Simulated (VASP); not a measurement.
Cs: single point with PBE

Crystal: Cs.

```
Cs
1.0
     0.00000    4.53587    4.53587
     4.53587    0.00000    4.53587
     4.53587    4.53587    0.00000
Cs
2
Direct
  0.87500 0.87500 0.87500
  0.12500 0.12500 0.12500
```

This isn't the form of Cs at room conditions, which is bcc.

```
Program                : VASP 6.6.1
Task                   : single point
Functional             : PBE
Potentials or basis    : VASP PAW PBE potentials, release 64 (Cs_sv)
Cutoff                 : 520 eV
k mesh                 : 6 × 6 × 6
Occupations            : fermi-dirac, width 0.08 eV
Spin                   : no spin polarisation
Dipole correction      : no
Further INCAR settings : ALGO = Normal; EDIFF = 1e-06; NBANDS = 16
```

The pressure is 1.0 GPa and the band gap on the k mesh is zero (bands 9 and 10 overlap by 0.04 eV).

Levels at points of the mesh, in eV from the Fermi level:
```
           k point  band 5  band 6  band 7  band 8  band 9  band 10  band 11  band 12  band 13  band 14
(0.00, 0.00, 0.00)  -11.48  -10.93  -10.93  -10.93   -1.74     1.15     1.15     1.69     1.69     1.69
(0.50, 0.00, 0.00)  -11.50  -10.92  -10.85  -10.85   -0.31     0.03     0.96     0.96     1.80     1.80
(0.50, 0.50, 0.00)  -11.22  -11.22  -10.77  -10.77    0.00     0.00     1.08     1.08     1.84     1.84
```

Run time: 62 s on 1 thread of Intel Xeon 8259CL, on a shared host, peak memory 0.3 GiB.

Caveat: spin-orbit coupling is left out, which moves the levels of the heavy elements.
